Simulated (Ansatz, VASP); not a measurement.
## One calculation of Ge, two programs

File INCAR:

```
SYSTEM = Ge
PREC = Accurate
ENCUT = 520
EDIFF = 1E-7
ISMEAR = 0
SIGMA = 0.15
LREAL = .False.
LASPH = .True.
NELM = 80
ALGO = Normal
ISIF = 2
LWAVE = .False.
LCHARG = .True.
GGA = PS
LELF = .True.
LVHAR = .True.
NBANDS = 13
```

File KPOINTS:

```
regular mesh
0
Gamma
  20 20 18
  0 0 0
```

POSCAR

```
Ge
1.0
    1.5368639000     -2.8605676000      0.0000000000
    1.5368639000      2.8605676000      0.0000000000
    0.0000000000      0.0000000000      2.6982310000
Ge
1
Direct
    0.5000000000      0.5000000000      0.0000000000
```

Input for Ansatz:

```yaml
crystal:
  lattice:
    - [1.5368639, -2.8605676, 0.0]
    - [1.5368639, 2.8605676, 0.0]
    - [0.0, 0.0, 2.698231]
  atoms:
    - { symbol: Ge, position: [0.5, 0.5, 0.0] }
basis:
  ecutwfc: 420
kpoints:
  mp_grid: { grid: [20, 20, 18] }
hamiltonian:
  xc: pbesol
scf:
  occupations: { method: gaussian, width: 0.15 }
output:
  forces: true
  stress: true
  eigenvalues: true
```

Change from the starting cell: strain +0.1000 x Voigt [1, 1, 0, 0, 0, 0], atoms carried along.

Alike in both runs: task single point; functional PBEsol; k mesh 20 × 20 × 18; occupations gaussian, width 0.15 eV; no spin polarisation.

|  | VASP | Ansatz |
| --- | --- | --- |
| version | VASP 6.6.1 | Ansatz 0.2.0 |
| potentials or method | VASP PAW PBE potentials, release 64 (Ge_d), cutoff 520 eV | scalar-relativistic, plane waves, PAW |
| valence electrons in the cell | 14 | 14 |

Ansatz gave:

| Property | Result |
| --- | --- |
| gap on the k mesh at the Fermi level (eV) | none |
| pressure (GPa) | -10.2 |
| traceless stress, the component that is largest in VASP (GPa) | 4.80 |

Task: Estimate VASP's values.

Result: gap on the k mesh at the Fermi level (eV): none; pressure (GPa): -10.2; traceless stress, the component that is largest in VASP (GPa): 4.79.

VASP's potentials were made for PBE, not for PBEsol. A gap of «none» marks a metal or a gap that the smearing closes. With one functional, cell and mesh, what is left measures potentials, basis and numerics.
